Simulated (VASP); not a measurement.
# Mn2Te3S (P6/mmm) in VASP: relaxation of cell and atoms with PBE

Aim: the relaxation of cell and atoms of Mn2Te3S with PBE.

Program: VASP 6.6.1. These are calculated values, not measurements. Logs are shortened: lines on timing, memory, paths and dates and some standing lists are left out, and cuts for length are marked.

**1. The cell of the first run**

The structure is hexagonal, space group P6/mmm (No. 191). The conventional cell has a = 4.653 Å, b = 4.653 Å, c = 9.694 Å, α = 90.00°, β = 90.00°, γ = 120.00°. Within 3.5 Å of Mn (site symmetry -6m2) lie 3 Mn at 2.69 Å and 3 S at 2.69 Å and 6 Te at 3.45 Å. Within 2.9 Å of Te (site symmetry 6mm) lie 1 S at 2.16 Å and 1 Te at 2.69 Å. Within 3.5 Å of Te (site symmetry 6/mmm) lie 2 Te at 2.69 Å. Within 2.9 Å of S (site symmetry 6/mmm) lie 2 Te at 2.16 Å and 6 Mn at 2.69 Å.

The cell was generated, and may not be a known phase.

**2. Relaxation of cell and atoms, PBE, collinear spin, ferromagnetic start**

INCAR reads:

```
PREC     = Accurate       # precision mode
ENCUT    = 600            # plane-wave cutoff, eV
EDIFF    = 1E-6           # SCF threshold, eV
ISMEAR   = 0              # smearing method
SIGMA    = 0.15           # smearing width, eV
LREAL    = False          # projectors in reciprocal space
LASPH    = True           # aspherical terms in the spheres
NELM     = 150            # most SCF steps
ALGO     = Normal         # electronic algorithm
ISIF     = 3              # what is computed and relaxed
LWAVE    = False          # write WAVECAR
LCHARG   = False          # write CHGCAR
ISPIN    = 2              # spin polarisation
MAGMOM   = 4 4 0 0 0 0    # initial moments
LORBIT   = 11             # projections on sites
LMAXMIX  = 4              # l up to which the mixer works
GGA      = PE             # functional
IBRION   = 2              # ionic algorithm
NSW      = 36             # ionic steps
EDIFFG   = -0.08          # ionic threshold
```

KPOINTS reads:

```
Automatic mesh
0
Gamma
  3 3 2
```

POSCAR reads:

```
Mn2Te3S
1.0
    4.6531070300      0.0000000000      0.0000000000
   -2.3265535200      4.0297088900      0.0000000000
    0.0000000000      0.0000000000      9.6943123500
Mn Te S
2 3 1
Direct
    0.3333333300      0.6666666700      0.0000000000
    0.6666666700      0.3333333300      0.0000000000
    0.0000000000      0.0000000000      0.2229179800
    0.0000000000      0.0000000000      0.7770820200
    0.0000000000      0.0000000000      0.5000000000
    0.0000000000      0.0000000000      0.0000000000
```

Potentials or basis: VASP PAW PBE potentials, release 64 (Mn_pv, Te, S).

On the command line:

```bash
$ cat potpaw_PBE.64/Mn_pv/POTCAR potpaw_PBE.64/Te/POTCAR potpaw_PBE.64/S/POTCAR > POTCAR
$ mpirun -np 1 vasp_std > vasp.out
```

OUTCAR:

```text
PREC = Accurate
   ENCUT = 600
   EDIFF = 1E-6
   ISMEAR = 0
   LREAL = False
   LASPH = True
   NELM = 150
   ISIF = 3
   ISPIN = 2
   LORBIT = 11
   GGA = PE
   IBRION = 2
   NSW = 36
   EDIFFG = -0.08

 ion  position               nearest neighbor table
   1  0.333  0.667  0.000-   2 2.69   2 2.69   6 2.69   6 2.69   6 2.69   2 2.69
   2  0.667  0.333  0.000-   1 2.69   1 2.69   6 2.69   6 2.69   6 2.69   1 2.69
   3  0.000  0.000  0.223-   6 2.16   5 2.69
   4  0.000  0.000  0.777-   6 2.16   5 2.69
   5  0.000  0.000  0.500-   3 2.69   4 2.69
   6  0.000  0.000  0.000-   3 2.16   4 2.16   1 2.69   2 2.69   1 2.69   2 2.69   2 2.69   1 2.69

  LATTYP: Found a hexagonal cell.
 ALAT       =     4.6531070300
 C/A-ratio  =     2.0834062676

  Lattice vectors:

 A1 = (   4.6531070300,   0.0000000000,   0.0000000000)
 A2 = (  -2.3265535200,   4.0297088900,   0.0000000000)
 A3 = (   0.0000000000,   0.0000000000,   9.6943123500)

Analysis of symmetry for initial positions (statically):
=====================================================================
 Subroutine PRICEL returns:
 Original cell was already a primitive cell.

 Routine SETGRP: Setting up the symmetry group for a
 hexagonal supercell.

 Subroutine GETGRP returns: Found 24 space group operations
 (whereof 24 operations were pure point group operations)
 out of a pool of 24 trial point group operations.

The static configuration has the point symmetry D_6h.

Analysis of symmetry for dynamics (positions and initial velocities):
=====================================================================
 Subroutine PRICEL returns:
 Original cell was already a primitive cell.

 Routine SETGRP: Setting up the symmetry group for a
 hexagonal supercell.

 Subroutine GETGRP returns: Found 24 space group operations
 (whereof 24 operations were pure point group operations)
 out of a pool of 24 trial point group operations.

The dynamic configuration has the point symmetry D_6h.

Analysis of structural, dynamic, and magnetic symmetry:
=====================================================================
 Subroutine PRICEL returns:
 Original cell was already a primitive cell.

 Routine SETGRP: Setting up the symmetry group for a
 hexagonal supercell.

 Subroutine GETGRP returns: Found 24 space group operations
 (whereof 24 operations were pure point group operations)
 out of a pool of 24 trial point group operations.

The overall configuration has the point symmetry D_6h.

 Subroutine INISYM returns: Found 24 space group operations
 (whereof 24 operations are pure point group operations),
 and found     1 'primitive' translations

----------------------------------------------------------------------------------------

                                     Primitive cell

  volume of cell :     181.7748

  direct lattice vectors                    reciprocal lattice vectors
     4.653107030  0.000000000  0.000000000     0.214910165  0.124078442  0.000000000
    -2.326553520  4.029708890  0.000000000     0.000000000  0.248156884  0.000000000
     0.000000000  0.000000000  9.694312350     0.000000000  0.000000000  0.103153268

  length of vectors
     4.653107030  4.653107029  9.694312350     0.248156884  0.248156884  0.103153268

  position of ions in fractional coordinates (direct lattice)
     0.333333330  0.666666670  0.000000000
     0.666666670  0.333333330  0.000000000
     0.000000000  0.000000000  0.222917980
     0.000000000  0.000000000  0.777082020
     0.000000000  0.000000000  0.500000000
     0.000000000  0.000000000  0.000000000

  ion indices of the primitive-cell ions
   primitive index   ion index
                 1           1
                 2           2
                 3           3
                 4           4
                 5           5
                 6           6

[... 50 lines left out ...]
   ENCUT  =  600.0 eV  44.10 Ry    6.64 a.u.   9.29  9.29 19.36*2*pi/ulx,y,z
   NELM   =    150;   NELMIN=  2; NELMDL= -5     # of ELM steps
   EDIFF  = 0.1E-05   stopping-criterion for ELM
   LREAL  =      F    real-space projection
   EDIFFG = -.8E-01   stopping-criterion for IOM
   NSW    =     36    number of steps for IOM
   IBRION =      2    ionic relax: 0-MD 1-quasi-New 2-CG
   NFREE  =      1    steps in history (QN), initial steepest desc. (CG)
   ISIF   =      3    stress and relaxation
   ISYM   =      2    0-nonsym 1-usesym 2-fastsym
   POTIM  = 0.5000    time-step for ionic-motion
   TEBEG  =    0.0;   TEEND  =   0.0 temperature during run
   PSTRESS=    0.0 pullay stress
   NELECT =      50.0000    total number of electrons
   NUPDOWN=      -1.0000    fix difference up-down
   EMIN   =  10.00;   EMAX   =-10.00  energy-range for DOS
   EFERMI =   0.00;   METHOD = LEGACY
   ISMEAR =     0;   SIGMA  =   0.15  broadening in eV -4-tet -1-fermi 0-gaus
   EFERMI_NEDOS =   21; number of points for ismear=-14 and -15
   IALGO  =     38    algorithm
   IMIX   =      4    mixing-type and parameters
     AMIX     =   0.40;   BMIX     =  1.00
     AMIX_MAG =   1.60;   BMIX_MAG =  1.00
  volume/ion in A,a.u.               =      30.30       204.45
  Fermi-wavevector in a.u.,A,eV,Ry     =   1.064683  2.011959 15.422878  1.133550
  Thomas-Fermi vector in A             =   2.200209
   LORBIT       =     11    0 simple, 1 ext, 2 COOP (PROOUT), +10 PAW based schemes
   GGA     = PE    functional components
   LHFCALC =     F    Hartree Fock is set to
   AEXX    =    0.0000 exact exchange contribution
   IVDW    =     0    specifies the selected vdW correction
   LEPSILON=     F    determine dielectric tensor
   LRPA    =     F    only Hartree local field effects (RPA)
 conjugate gradient relaxation of ions
 spin polarized calculation
 Gauss-broadening in eV      SIGMA  =   0.15
  energy-cutoff  :      600.00
  volume of cell :      181.77
 maximum number of plane-waves:      6110
 NGX is ok and might be reduce to    40
   NGX = 19   NGY = 19   NGZ = 39

--------------------------------------- Ionic step        1  -------------------------------------------

 number of electron      49.9999991 magnetization       7.8049304

 Free energy of the ion-electron system (eV)
  ---------------------------------------------------
  ext. energy  EPLUGINS =         0.00000000
  ---------------------------------------------------
  free energy    TOTEN  =       -24.53811182 eV

  energy without entropy =      -24.48416436  energy(sigma->0) =      -24.51113809

------------------------ aborting loop because EDIFF is reached ----------------------------------------

  FORCE on cell =-STRESS in cart. coord.  units (eV):
  Direction    XX          YY          ZZ          XY          YZ          ZX
  --------------------------------------------------------------------------------------
  -------------------------------------------------------------------------------------
  Total       -2.9379447     -2.9379447     35.8704016      0.0000000     -0.0000000      0.0000000
  in kB      -25.8952719    -25.8952719    316.1644950      0.0000000     -0.0000000      0.0000000
  external PRESSURE =      88.1246504 kB  Pullay stress =       0.0000000 kB
[... 29 lines left out ...]
 number of electron      50.0000032 magnetization      -0.0920627

 number of electron      50.0000032 magnetization       0.4592157

------------------------ aborting loop EDIFF was not reached (unconverged)  ----------------------------

  FORCE on cell =-STRESS in cart. coord.  units (eV):
  Direction    XX          YY          ZZ          XY          YZ          ZX
  --------------------------------------------------------------------------------------
  -------------------------------------------------------------------------------------
  Total      -14.0623261    -14.0623261    -10.9093340      0.0000000      0.0000000      0.0000000
  in kB     -100.9120403   -100.9120400    -78.2859921      0.0000001      0.0000000      0.0000000
  external PRESSURE =     -93.3700241 kB  Pullay stress =       0.0000000 kB
[... 63 lines left out ...]
  FREE ENERGIE OF THE ION-ELECTRON SYSTEM (eV)
  ---------------------------------------------------
  free  energy   TOTEN  =       -25.1137669175 eV

  energy  without entropy=      -24.9700184422  energy(sigma->0) =      -25.04189268

 E-fermi :   4.7587     XC(G=0):  -9.1123

 val. band max:        4.7422280223   @ k =   0.0000   0.0000   0.0000
 cond. band min:       4.8233577345   @ k =   0.3333   0.3333   0.0000
 fundamental gap:      0.0811297121
 Fermi energy:         4.7587143346

 spin component 1

 k-point     1 :       0.0000    0.0000    0.0000
  band No.  band energies     occupation
      1     -43.9096      1.00000
      2     -43.9096      1.00000
      3     -43.1485      1.00000
      4     -43.1485      1.00000
      5     -42.7988      1.00000
      6     -42.5864      1.00000
[... 436 lines left out ...]
     33       9.1084      0.00000
     34       9.1084      0.00000

[... ionic steps 4 to 16 ...]

--------------------------------------- Ionic step       17  -------------------------------------------

 number of electron      50.0000016 magnetization      -1.4608052

------------------------ aborting loop because EDIFF is reached ----------------------------------------
[... 75 lines left out ...]
--------------------------------------- Ionic step       19  -------------------------------------------

 number of electron      50.0000037 magnetization      -1.3931413

 Free energy of the ion-electron system (eV)
  ---------------------------------------------------
  ext. energy  EPLUGINS =         0.00000000
  ---------------------------------------------------
  free energy    TOTEN  =       -28.79624914 eV

  energy without entropy =      -28.73393189  energy(sigma->0) =      -28.76509052

 E-fermi :   4.8363     XC(G=0):  -9.1337

 val. band max:        4.7899640897   @ k =   0.0000   0.0000   0.0000
 cond. band min:       4.9017094995   @ k =   0.3333   0.3333   0.0000
 fundamental gap:      0.1117454098
 Fermi energy:         4.8363444465

 spin component 1

 k-point     1 :       0.0000    0.0000    0.0000
  band No.  band energies     occupation
      1     -43.8929      1.00000
      2     -43.8929      1.00000
      3     -43.0996      1.00000
      4     -43.0996      1.00000
      5     -42.7617      1.00000
      6     -42.5390      1.00000
[... 469 lines left out ...]
  FREE ENERGIE OF THE ION-ELECTRON SYSTEM (eV)
  ---------------------------------------------------
  free  energy   TOTEN  =       -28.7962491428 eV

  energy  without entropy=      -28.7339318936  energy(sigma->0) =      -28.76509052

 reached required accuracy - stopping structural energy minimisation

 total charge

# of ion       s       p       d       tot
------------------------------------------
    1        0.366   6.382   5.418  12.165
    2        0.366   6.382   5.418  12.165
    3        1.424   1.765   0.017   3.207
    4        1.424   1.765   0.017   3.207
    5        1.452   1.717   0.037   3.206
    6        1.313   2.426   0.000   3.739
--------------------------------------------------
tot          6.346  20.437  10.906  37.689

 magnetization (x)

# of ion       s       p       d       tot
------------------------------------------
    1       -0.024   0.003  -0.613  -0.634
    2       -0.024   0.003  -0.613  -0.634
    3       -0.000  -0.005   0.000  -0.005
    4       -0.000  -0.005   0.000  -0.005
    5        0.001   0.004   0.000   0.006
    6        0.001   0.004   0.000   0.005
--------------------------------------------------
tot         -0.047   0.006  -1.225  -1.267
```

It took 43 min on 1 thread of Intel Xeon 6975P-C (Granite Rapids), shared host; peak memory 0.53 GiB.

Results:

```
Free energy                                           : -28.7962 eV
Relaxed volume                                        : 28.02 Å³/atom
Relaxed cell                                          : a = 3.801 Å, b = 3.801 Å, c = 13.435 Å, α = 90.00°, β = 90.00°, γ = 120.00°
Space group after relaxing (to 0.1 Å)                 : P6/mmm (No. 191)
Energy gained by relaxing                             : 709.7 meV/atom
Ionic steps                                           : 19
Pressure after relaxing                               : 0.4 GPa
Largest force after relaxing                          : 0.048 eV/Å
Net moment                                            : -1.39 μB per cell
Site moments                                          : Mn -0.63; Te -0.01, +0.01 (each value once); S +0.01 μB
Valence electrons inside the program's atomic spheres : Mn 12.16; Te 3.21; S 3.74
```

Forces on the atoms (eV/Å):
```
Mn   0.000  0.000  0.000
Mn   0.000  0.000  0.000
Te   0.000  0.000  0.048
Te   0.000  0.000 -0.048
Te   0.000  0.000  0.000
S    0.000  0.000  0.000
```

Step by step:
```csv
step,energy change (eV),largest force (eV/Å),pressure (GPa),volume (Å³)
1,0.0000,5.7053,8.81,181.77
2,-0.4009,0.6408,-9.34,223.27
3,-0.5757,0.6233,-9.02,217.93
4,-0.6711,0.6471,-8.72,214.08
5,-0.6799,0.9181,-7.31,205.41
6,-0.7222,0.7575,-7.99,209.02
7,-3.5980,0.5173,-4.95,172.44
8,-3.8372,0.4869,-2.63,165.62
9,-3.9359,0.5636,2.86,152.25
10,-3.9533,0.5485,1.03,155.80
11,-3.9527,0.5550,1.54,154.79
12,-4.0424,0.5690,1.28,156.97
13,-4.1432,0.6299,1.05,163.14
14,-4.2096,0.4814,-0.55,168.13
15,-4.2203,0.3967,-1.22,171.21
16,-4.2518,0.1224,-0.39,169.23
17,-4.2544,0.0092,-0.02,168.52
18,-4.2581,0.0441,0.35,168.15
19,-4.2581,0.0483,0.37,168.11
```

Final structure:
```cif
data_structure
_symmetry_space_group_name_H-M 'P 1'
_symmetry_Int_Tables_number 1
_cell_length_a 3.8012
_cell_length_b 3.8012
_cell_length_c 13.4347
_cell_angle_alpha 90.000
_cell_angle_beta 90.000
_cell_angle_gamma 120.000
_cell_volume 168.11
loop_
_atom_site_label
_atom_site_type_symbol
_atom_site_fract_x
_atom_site_fract_y
_atom_site_fract_z
_atom_site_occupancy
Mn1 Mn 0.33333 0.66667 0.00000 1
Mn2 Mn 0.66667 0.33333 0.00000 1
Te1 Te 0.00000 0.00000 0.27966 1
Te2 Te 0.00000 0.00000 0.72034 1
Te3 Te 0.00000 0.00000 0.50000 1
S1 S 0.00000 0.00000 0.00000 1
```

Levels at points of the mesh, in eV from the Fermi level:
Spin up:
```csv
k point,band 21,band 22,band 23,band 24,band 25,band 26,band 27,band 28
"(0.00, 0.00, 0.00)",-0.05,-0.05,0.40,0.40,1.07,1.07,1.14,1.59
"(0.00, 0.00, 0.50)",-0.05,-0.05,0.40,0.40,1.06,1.06,1.14,1.15
```
Spin down:
| k point | band 22 | band 23 | band 24 | band 25 | band 26 | band 27 | band 28 | band 29 |
| --- | --- | --- | --- | --- | --- | --- | --- | --- |
| (0.00, 0.00, 0.00) | -0.42 | -0.26 | 0.39 | 0.39 | 1.05 | 1.05 | 1.58 | 1.66 |
| (0.00, 0.00, 0.50) | -0.42 | -0.26 | 0.40 | 0.40 | 0.92 | 1.05 | 1.05 | 1.84 |

Caveat: the k points lie up to 0.64 Å⁻¹ apart in the final cell; a cell axis changed by over 15 % at a fixed basis, so the end point is rough; spin-orbit coupling is left out, which moves the levels of the heavy elements; this functional lacks dispersion, which binds layers or chains, so the pressure and a relaxed spacing across them are unreliable; semilocal functionals often make such compounds metallic where correlation or magnetic order opens a gap, which also shifts bond lengths; the run started ferromagnetic, and an antiferromagnetic order may lie lower in energy; the relaxation stopped at a loose force limit of 0.08 eV/Å, so its end isn't a converged minimum.
